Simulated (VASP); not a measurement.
A run of VASP 6.6.1 is set up as follows.

The input INCAR:

```
  PREC = Accurate
  ENCUT = 520
  EDIFF = 1E-6
  ISMEAR = 0
  SIGMA = 0.01
  LREAL = F
  LASPH = T
  NELM = 80
  ALGO = Normal
  ISIF = 2
  LWAVE = F
  LCHARG = F
  GGA = PS
  NBANDS = 31
```

KPOINTS

```
Automatic mesh
0
Gamma
  4 4 6
```

Contents of POSCAR:

```
HfO2
1.0
    4.6127315198      0.0000000000      0.0000000000
    0.0000000000      4.6127315198      0.0000000000
    0.0000000000      0.0000000000      3.0716978162
Hf O
2 4
Direct
    0.0000000000      0.0000000000      0.0000000000
    0.5000000000      0.5000000000      0.5000000000
    0.1949550000      0.8050450000      0.5000000000
    0.3050450000      0.3050450000      0.0000000000
    0.6949550000      0.6949550000      0.0000000000
    0.8050450000      0.1949550000      0.5000000000
```

Potentials or basis: VASP PAW PBE potentials, release 64 (Hf_pv, O).

Run with:

```console
$ cat potpaw_PBE.64/Hf_pv/POTCAR potpaw_PBE.64/O/POTCAR > POTCAR
$ mpirun -np 1 vasp_std > vasp.out
```

Problem. Predict the band gap on the k mesh.

Solution. 4.37 eV.

Problem. What does it give for the pressure?

Solution. 38.3 GPa.

Problem. Estimate the largest force.

Solution. 0.455 eV/Å.

Stress tensor (GPa, compression positive):
```
34.89  0.00  0.00
 0.00 34.89  0.00
 0.00  0.00 45.00
```

Caveat: the cell stands under pressure; the PAW data sets were made with another functional, which shifts forces and pressure a little; spin-orbit coupling is left out, which moves the levels of the heavy elements. A k mesh can miss the band edges.
